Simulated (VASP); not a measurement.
# Ti (I4/mmm) in VASP: a series of runs

Runs on Ti. Level: PBE. Tasks: single point.

All numbers are computed with VASP 6.6.1; they aren't measurements. Logs are shortened: lines on timing, memory, paths and dates and some standing lists are left out, and cuts for length are marked.

### Step 1. The cell of the first run

The structure is tetragonal, space group I4/mmm (No. 139). The conventional cell has a = 3.481 Å, b = 3.481 Å, c = 3.098 Å, α = 90.00°, β = 90.00°, γ = 90.00°. Within 3.8 Å of Ti (site symmetry 4/mmm) lie 14 Ti at 2.91 to 3.48 Å.

### Step 2. Single point, PBE (18.77 Å³/atom)

The input, INCAR:

```
SYSTEM = Ti
PREC = Accurate
ENCUT = 520
EDIFF = 1E-6
ISMEAR = 0
SIGMA = 0.15
LREAL = .FALSE.
LASPH = .TRUE.
NELM = 80
ALGO = Fast
ISIF = 2
LWAVE = .FALSE.
LCHARG = .TRUE.
GGA = PE
LELF = .TRUE.
LVHAR = .TRUE.
NBANDS = 12
```

The input, KPOINTS:

```
Automatic mesh
0
G
  20 20 20
  0 0 0
```

The input, POSCAR:

```
Ti
1.0
    0.0000000000      2.4615432729      1.5488030273
    2.4615432729      0.0000000000      1.5488030273
    2.4615432729      2.4615432729      0.0000000000
Ti
1
Direct
    0.0000000000      0.0000000000      0.0000000000
```

Potentials or basis: VASP PAW PBE potentials, release 64 (Ti_sv).

Launch:

```
> cat potpaw_PBE.64/Ti_sv/POTCAR > POTCAR
> mpirun -np 1 vasp_std > vasp.out
```

OUTCAR:

```text
SYSTEM = Ti
   PREC = Accurate
   ENCUT = 520
   EDIFF = 1E-6
   ISMEAR = 0
   LREAL = .FALSE.
   LASPH = .TRUE.
   NELM = 80
   ISIF = 2
   GGA = PE

 ion  position               nearest neighbor table
   1  0.000  0.000  0.000-

  LATTYP: Found a body centered tetragonal cell.
 ALAT       =     3.4811478809
 C/A-ratio  =     0.8898231734

  Lattice vectors:

 A1 = (   0.0000000000,  -2.4615432729,  -1.5488030273)
 A2 = (   0.0000000000,   2.4615432729,  -1.5488030273)
 A3 = (   2.4615432729,   0.0000000000,   1.5488030273)

Analysis of symmetry for initial positions (statically):
=====================================================================
 Subroutine PRICEL returns:
 Original cell was already a primitive cell.

 Routine SETGRP: Setting up the symmetry group for a
 body centered tetragonal supercell.

 Subroutine GETGRP returns: Found 16 space group operations
 (whereof 16 operations were pure point group operations)
 out of a pool of 16 trial point group operations.

The static configuration has the point symmetry D_4h.

Analysis of symmetry for dynamics (positions and initial velocities):
=====================================================================
 Subroutine PRICEL returns:
 Original cell was already a primitive cell.

 Routine SETGRP: Setting up the symmetry group for a
 body centered tetragonal supercell.

 Subroutine GETGRP returns: Found 16 space group operations
 (whereof 16 operations were pure point group operations)
 out of a pool of 16 trial point group operations.

The dynamic configuration has the point symmetry D_4h.

 Subroutine INISYM returns: Found 16 space group operations
 (whereof 16 operations are pure point group operations),
 and found     1 'primitive' translations

----------------------------------------------------------------------------------------

                                     Primitive cell

  volume of cell :      18.7690

  direct lattice vectors                    reciprocal lattice vectors
     0.000000000  2.461543273  1.548803027    -0.203124603  0.203124603  0.322829948
     2.461543273  0.000000000  1.548803027     0.203124603 -0.203124603  0.322829948
     2.461543273  2.461543273  0.000000000     0.203124603  0.203124603 -0.322829948

  length of vectors
     2.908261698  2.908261698  3.481147881     0.432132368  0.432132368  0.432132368

  position of ions in fractional coordinates (direct lattice)
     0.000000000  0.000000000  0.000000000

  ion indices of the primitive-cell ions
   primitive index   ion index
                 1           1

----------------------------------------------------------------------------------------

 KPOINTS: Automatic mesh

Automatic generation of k-mesh.
 Grid dimensions read from file:
 generate k-points for:   20   20   20

 Generating k-lattice:

  Cartesian coordinates                     Fractional coordinates (reciprocal lattice)
    -0.010156230  0.010156230  0.016141497     0.050000000 -0.000000000  0.000000000
     0.010156230 -0.010156230  0.016141497    -0.000000000  0.050000000  0.000000000
     0.010156230  0.010156230 -0.016141497     0.000000000  0.000000000  0.050000000

  Length of vectors
     0.021606618  0.021606618  0.021606618

  Shift w.r.t. Gamma in fractional coordinates (k-lattice)
     0.000000000  0.000000000  0.000000000

 Subroutine IBZKPT returns following result:
 ===========================================

 Found    641 irreducible k-points:

 Following reciprocal coordinates:
            Coordinates               Weight
  0.000000  0.000000  0.000000      1.000000
  0.050000  0.000000  0.000000      8.000000
  0.100000  0.000000  0.000000      8.000000
  0.150000  0.000000  0.000000      8.000000
  0.200000  0.000000  0.000000      8.000000
  0.250000  0.000000  0.000000      8.000000
[... 16 lines left out ...]
 -0.400000  0.050000  0.000000      8.000000
 -0.350000  0.050000  0.000000      8.000000
 [... further k-points ...]
   k-points           NKPTS =    641   k-points in BZ     NKDIM =    641   number of bands    NBANDS=     12
   number of dos      NEDOS =    301   number of ions     NIONS =      1
   total plane-waves  NPLWV =  16128
   dimension x,y,z NGX =    24 NGY =   24 NGZ =   28
   dimension x,y,z NGXF=    48 NGYF=   48 NGZF=   56
   ions per type =               1
   NGX,Y,Z   is equivalent  to a cutoff of  13.72, 13.72, 13.37 a.u.
   NGXF,Y,Z  is equivalent  to a cutoff of  27.44, 27.44, 26.74 a.u.
 SYSTEM =  Ti
   PREC   = accura    normal or accurate (medium, high low for compatibility)
   ISTART =      0    job   : 0-new  1-cont  2-samecut
   ICHARG =      2    charge: 1-file 2-atom 10-const
   ISPIN  =      1    spin polarized calculation?
   LNONCOLLINEAR =      F non collinear calculations
   LSORBIT =      F    spin-orbit coupling
   LASPH  =      T    aspherical Exc in radial PAW
   ENCUT  =  520.0 eV  38.22 Ry    6.18 a.u.   5.41  5.41  6.47*2*pi/ulx,y,z
   NELM   =     80;   NELMIN=  2; NELMDL= -5     # of ELM steps
   EDIFF  = 0.1E-05   stopping-criterion for ELM
   LREAL  =      F    real-space projection
   EDIFFG = 0.1E-04   stopping-criterion for IOM
   NSW    =      0    number of steps for IOM
   IBRION =     -1    ionic relax: 0-MD 1-quasi-New 2-CG
   NFREE  =      0    steps in history (QN), initial steepest desc. (CG)
   ISIF   =      2    stress and relaxation
   ISYM   =      2    0-nonsym 1-usesym 2-fastsym
   POTIM  = 0.5000    time-step for ionic-motion
   TEBEG  =    0.0;   TEEND  =   0.0 temperature during run
   PSTRESS=    0.0 pullay stress
   NELECT =      12.0000    total number of electrons
   NUPDOWN=      -1.0000    fix difference up-down
   EMIN   =  10.00;   EMAX   =-10.00  energy-range for DOS
   EFERMI =   0.00;   METHOD = LEGACY
   ISMEAR =     0;   SIGMA  =   0.15  broadening in eV -4-tet -1-fermi 0-gaus
   EFERMI_NEDOS =   21; number of points for ismear=-14 and -15
   IALGO  =     68    algorithm
   IMIX   =      4    mixing-type and parameters
     AMIX     =   0.40;   BMIX     =  1.00
     AMIX_MAG =   1.60;   BMIX_MAG =  1.00
  volume/ion in A,a.u.               =      18.77       126.66
  Fermi-wavevector in a.u.,A,eV,Ry     =   1.410333  2.665142 27.062504  1.989038
  Thomas-Fermi vector in A             =   2.532297
   LORBIT       =      0    0 simple, 1 ext, 2 COOP (PROOUT), +10 PAW based schemes
   GGA     = PE    functional components
   LHFCALC =     F    Hartree Fock is set to
   AEXX    =    0.0000 exact exchange contribution
   IVDW    =     0    specifies the selected vdW correction
   LEPSILON=     F    determine dielectric tensor
   LRPA    =     F    only Hartree local field effects (RPA)
 non-spin polarized calculation
 RMM-DIIS sequential band-by-band and
 Gauss-broadening in eV      SIGMA  =   0.15
  energy-cutoff  :      520.00
  volume of cell :       18.77
 maximum number of plane-waves:       527
 NGX is ok and might be reduce to    24
   NGX = 11   NGY = 11   NGZ = 13

 number of electron      12.0000001 magnetization

 Free energy of the ion-electron system (eV)
  ---------------------------------------------------
  ext. energy  EPLUGINS =         0.00000000
  ---------------------------------------------------
  free energy    TOTEN  =        -7.71044774 eV

  energy without entropy =       -7.68356421  energy(sigma->0) =       -7.69700598

 E-fermi :   7.3310     XC(G=0): -11.1334

 val. band max:        7.3281918456   @ k =  -0.3000   0.1000   0.3000
 cond. band min:       7.3332883460   @ k =  -0.4500   0.3000   0.2000
 fundamental gap:      0.0050965005
 Fermi energy:         7.3310065565

 k-point     1 :       0.0000    0.0000    0.0000
  band No.  band energies     occupation
      1     -49.3908      2.00000
      2     -25.3265      2.00000
      3     -25.3265      2.00000
      4     -25.3215      2.00000
      5       1.5305      2.00000
      6       7.7346      0.00014
      7       8.5495      0.00000
      8       8.5495      0.00000
      9       9.2563      0.00000
     10      10.1864      0.00000
     11      23.4922      0.00000
     12      23.4922      0.00000

 k-point     2 :       0.0500    0.0000    0.0000
  band No.  band energies     occupation
      1     -49.3884      2.00000
      2     -25.3374      2.00000
      3     -25.3308      2.00000
      4     -25.3248      2.00000
      5       1.6143      2.00000
      6       7.7510      0.00008
      7       8.5300      0.00000
      8       8.5469      0.00000
      9       9.2661      0.00000
     10      10.1510      0.00000
     11      23.4745      0.00000
     12      23.5625      0.00000

 k-point     3 :       0.1000    0.0000    0.0000
  band No.  band energies     occupation
      1     -49.3812      2.00000
      2     -25.3756      2.00000
      3     -25.3433      2.00000
      4     -25.3277      2.00000
      5       1.8616      2.00000
      6       7.7658      0.00004
      7       8.4556      0.00000
      8       8.5777      0.00000
      9       9.3081      0.00000
     10      10.0620      0.00000
     11      23.3660      0.00000
     12      23.7588      0.00000
[... 286 lines left out ...]
 k-point    23 :      -0.4000    0.0500    0.0000
  band No.  band energies     occupation
      1     -49.2989      2.00000
      2     -25.7892      2.00000
      3     -25.4897      2.00000
      4     -25.3603      2.00000
      5       4.8975      2.00000
      6       6.9021      1.99995
      7       7.8664      0.00000
      8       9.7810      0.00000
      9      10.3255      0.00000
     10      10.7579      0.00000
     11      16.9158      0.00000
     12      20.2889      0.00000

 k-point    24 :      -0.3500    0.0500    0.0000
  band No.  band energies     occupation
      1     -49.3106      2.00000
      2     -25.7308      2.00000
      3     -25.4712      2.00000
      4     -25.3554      2.00000
      5       4.5389      2.00000
      6       7.0442      1.99315
      7       7.6660      0.00159
      8       9.8098      0.00000
      9      10.0710      0.00000
     10      10.3615      0.00000
     11      18.1516      0.00000
     12      20.7688      0.00000

 [... further k-points ...]

------------------------ aborting loop because EDIFF is reached ----------------------------------------

  FORCE on cell =-STRESS in cart. coord.  units (eV):
  Direction    XX          YY          ZZ          XY          YZ          ZX
  --------------------------------------------------------------------------------------
  -------------------------------------------------------------------------------------
  Total       -0.8685072     -0.8685072     -1.0043362      0.0000000      0.0000000     -0.0000000
  in kB      -74.1383403    -74.1383403    -85.7331036      0.0000000      0.0000000     -0.0000000
  external PRESSURE =     -78.0032614 kB  Pullay stress =       0.0000000 kB

 VOLUME and BASIS-vectors are now :
 -----------------------------------------------------------------------------
  energy-cutoff  :      520.00
  volume of cell :       18.77
      direct lattice vectors                 reciprocal lattice vectors
     0.000000000  2.461543273  1.548803027    -0.203124603  0.203124603  0.322829948
     2.461543273  0.000000000  1.548803027     0.203124603 -0.203124603  0.322829948
     2.461543273  2.461543273  0.000000000     0.203124603  0.203124603 -0.322829948

 POSITION                                       TOTAL-FORCE (eV/Angst)
 -----------------------------------------------------------------------------------
      0.00000      0.00000      0.00000        -0.000000      0.000000      0.000000
 -----------------------------------------------------------------------------------
    total drift:                               -0.000000     -0.000000     -0.000000

  FREE ENERGIE OF THE ION-ELECTRON SYSTEM (eV)
  ---------------------------------------------------
  free  energy   TOTEN  =        -7.7104477403 eV

  energy  without entropy=       -7.6835642127  energy(sigma->0) =       -7.69700598
```

Wall time 2.6 min (1 thread of AMD EPYC 9R45 (Zen 5), shared host); peak memory 0.23 GiB.

What came out:

* Free energy: -7.7104 eV
* Pressure: -7.8 GPa
* Band gap on the k mesh: zero (bands 6 and 7 overlap by 1.36 eV)

Caveat: the cell stands under tension.

### Step 3. Single point, PBE (18.77 Å³/atom)

The input, INCAR:

```
PREC = Accurate ; ENCUT = 520
EDIFF = 1E-6 ; ISMEAR = 0
SIGMA = 0.15 ; LREAL = False
LASPH = True ; NELM = 80
ALGO = Fast ; ISIF = 2
LWAVE = False ; LCHARG = False
GGA = PE ; NBANDS = 12
```

The input, KPOINTS:

```
Automatic mesh
0
Gamma
  20 20 20
```

The input, POSCAR:

```
Ti
1.0
    0.0000000000      2.2207192913      1.9029343607
    2.2207192913      0.0000000000      1.9029343607
    2.2207192913      2.2207192913      0.0000000000
Ti
1
Direct
    0.0000000000      0.0000000000      0.0000000000
```

Potentials or basis: VASP PAW PBE potentials, release 64 (Ti_sv).

Launch:

```
> cat potpaw_PBE.64/Ti_sv/POTCAR > POTCAR
> mpirun -np 1 vasp_std > vasp.out
```

OUTCAR:

```text
PREC = Accurate
   ENCUT = 520
   EDIFF = 1E-6
   ISMEAR = 0
   LREAL = False
   LASPH = True
   NELM = 80
   ISIF = 2
   GGA = PE

 ion  position               nearest neighbor table
   1  0.000  0.000  0.000-

  LATTYP: Found a body centered tetragonal cell.
 ALAT       =     3.1405713400
 C/A-ratio  =     1.2118396016

  Lattice vectors:

 A1 = (   0.0000000000,  -2.2207192913,  -1.9029343607)
 A2 = (   0.0000000000,   2.2207192913,  -1.9029343607)
 A3 = (   2.2207192913,   0.0000000000,   1.9029343607)

Analysis of symmetry for initial positions (statically):
=====================================================================
 Subroutine PRICEL returns:
 Original cell was already a primitive cell.

 Routine SETGRP: Setting up the symmetry group for a
 body centered tetragonal supercell.

 Subroutine GETGRP returns: Found 16 space group operations
 (whereof 16 operations were pure point group operations)
 out of a pool of 16 trial point group operations.

The static configuration has the point symmetry D_4h.

[... 168 lines left out ...]
  band No.  band energies     occupation
      1     -49.4255      2.00000
      2     -25.3651      2.00000
      3     -25.3651      2.00000
      4     -25.3516      2.00000
      5       1.5251      2.00000
      6       8.0250      0.00000
      7       8.0250      0.00000
      8       8.9696      0.00000
      9       9.0467      0.00000
     10      10.0899      0.00000
     11      22.6123      0.00000
     12      25.3163      0.00000
[... 331 lines left out ...]
 k-point    24 :      -0.3500    0.0500    0.0000
  band No.  band energies     occupation
      1     -49.3503      2.00000
      2     -25.7840      2.00000
      3     -25.4627      2.00000
      4     -25.3868      2.00000
      5       4.4971      2.00000
      6       7.4330      0.58987
      7       7.7714      0.00019
      8       8.8419      0.00000
      9      10.2685      0.00000
     10      10.3299      0.00000
     11      16.8300      0.00000
     12      21.7907      0.00000

 [... further k-points ...]

------------------------ aborting loop because EDIFF is reached ----------------------------------------

  FORCE on cell =-STRESS in cart. coord.  units (eV):
  Direction    XX          YY          ZZ          XY          YZ          ZX
  --------------------------------------------------------------------------------------
  -------------------------------------------------------------------------------------
  Total       -0.9995610     -0.9995610     -0.6152225      0.0000000     -0.0000000     -0.0000000
  in kB      -85.3254843    -85.3254843    -52.5172143      0.0000000     -0.0000000     -0.0000000
  external PRESSURE =     -74.3893943 kB  Pullay stress =       0.0000000 kB

 VOLUME and BASIS-vectors are now :
 -----------------------------------------------------------------------------
  energy-cutoff  :      520.00
  volume of cell :       18.77
      direct lattice vectors                 reciprocal lattice vectors
     0.000000000  2.220719291  1.902934361    -0.225152275  0.225152275  0.262752100
     2.220719291  0.000000000  1.902934361     0.225152275 -0.225152275  0.262752100
     2.220719291  2.220719291  0.000000000     0.225152275  0.225152275 -0.262752100

 POSITION                                       TOTAL-FORCE (eV/Angst)
 -----------------------------------------------------------------------------------
      0.00000      0.00000      0.00000         0.000000      0.000000      0.000000
 -----------------------------------------------------------------------------------
    total drift:                                0.000000     -0.000000     -0.000000

  FREE ENERGIE OF THE ION-ELECTRON SYSTEM (eV)
  ---------------------------------------------------
  free  energy   TOTEN  =        -7.7287983582 eV

  energy  without entropy=       -7.7021029339  energy(sigma->0) =       -7.71545065
```

OSZICAR:

```text
N       E                     dE             d eps       ncg     rms          rms(c)
DAV:   1     0.872409875143E+02    0.87241E+02   -0.65250E+03 15436   0.118E+03
DAV:   2    -0.433062737805E+01   -0.91572E+02   -0.89234E+02 15668   0.296E+02
DAV:   3    -0.880000412811E+01   -0.44694E+01   -0.44179E+01 21880   0.658E+01
[... 12 lines left out ...]
RMM:  16    -0.772878952330E+01   -0.74655E-05   -0.81371E-05 22343   0.537E-02    0.828E-03
RMM:  17    -0.772879382149E+01   -0.42982E-05   -0.39903E-05 18665   0.321E-02    0.716E-03
RMM:  18    -0.772879630369E+01   -0.24822E-05   -0.22172E-05 17375   0.238E-02    0.398E-03
RMM:  19    -0.772879749948E+01   -0.11958E-05   -0.12996E-05 16548   0.169E-02    0.144E-03
RMM:  20    -0.772879835821E+01   -0.85874E-06   -0.72284E-06 14597   0.130E-02
   1 F= -.77287984E+01 E0= -.77154506E+01  d E =-.266954E-01
```

stdout:

```text
POSCAR found type information on POSCAR Ti
 POSCAR found :  1 types and       1 ions
 scaLAPACK will be used
 LDA part: xc-table for (Slater+PW92), standard interpolation
 POSCAR, INCAR and KPOINTS ok, starting setup
 FFT: planning ... GRIDC
 FFT: planning ... GRID_SOFT
 FFT: planning ... GRID
 WAVECAR not read
 entering main loop
WARNING in EDDRMM: call to ZHEGV failed, returncode =   6  3      6
WARNING in EDDRMM: call to ZHEGV failed, returncode =   8  4      5
WARNING in EDDRMM: call to ZHEGV failed, returncode =   8  4      6
WARNING in EDDRMM: call to ZHEGV failed, returncode =   6  3      5
WARNING in EDDRMM: call to ZHEGV failed, returncode =   6  3      8
WARNING in EDDRMM: call to ZHEGV failed, returncode =   6  3     11
WARNING in EDDRMM: call to ZHEGV failed, returncode =   6  3      6
WARNING in EDDRMM: call to ZHEGV failed, returncode =   8  4      8
WARNING in EDDRMM: call to ZHEGV failed, returncode =   6  3     10
WARNING in EDDRMM: call to ZHEGV failed, returncode =   6  3      6
WARNING in EDDRMM: call to ZHEGV failed, returncode =   8  4      5
WARNING in EDDRMM: call to ZHEGV failed, returncode =   6  3      5
WARNING in EDDRMM: call to ZHEGV failed, returncode =   6  3      8
WARNING in EDDRMM: call to ZHEGV failed, returncode =   6  3      5
WARNING in EDDRMM: call to ZHEGV failed, returncode =   6  3      7
WARNING in EDDRMM: call to ZHEGV failed, returncode =   6  3     10
WARNING in EDDRMM: call to ZHEGV failed, returncode =   6  3      5
WARNING in EDDRMM: call to ZHEGV failed, returncode =   6  3      8
WARNING in EDDRMM: call to ZHEGV failed, returncode =   6  3      6
WARNING in EDDRMM: call to ZHEGV failed, returncode =   6  3      5
WARNING in EDDRMM: call to ZHEGV failed, returncode =   6  3      5
```

Wall time 2.2 min (1 thread of AMD EPYC 9R45 (Zen 5), shared host); peak memory 0.22 GiB.

What came out:

```
Free energy            : -7.7288 eV
Pressure               : -7.4 GPa
Band gap on the k mesh : zero (bands 6 and 7 overlap by 1.26 eV)
```

Stress tensor (GPa, compression positive):
```
-8.53  0.00  0.00
 0.00 -8.53  0.00
 0.00  0.00 -5.25
```

Levels at points of the mesh, in eV from the Fermi level:
| k point | band 3 | band 4 | band 5 | band 6 | band 7 | band 8 | band 9 | band 10 |
| --- | --- | --- | --- | --- | --- | --- | --- | --- |
| (0.00, 0.00, 0.00) | -32.74 | -32.73 | -5.85 | 0.65 | 0.65 | 1.59 | 1.67 | 2.71 |
| (0.50, 0.00, 0.00) | -32.86 | -32.75 | -2.36 | 0.18 | 0.58 | 1.47 | 2.99 | 3.55 |
| (0.50, 0.50, 0.00) | -33.01 | -33.01 | -2.15 | -1.69 | 3.29 | 3.53 | 3.53 | 4.57 |
| (0.50, 0.00, 0.50) | -32.93 | -32.82 | -2.31 | -1.20 | 1.74 | 3.11 | 3.13 | 3.77 |

Caveat: the cell stands under tension.

(Part 1 of 2 ends here.)
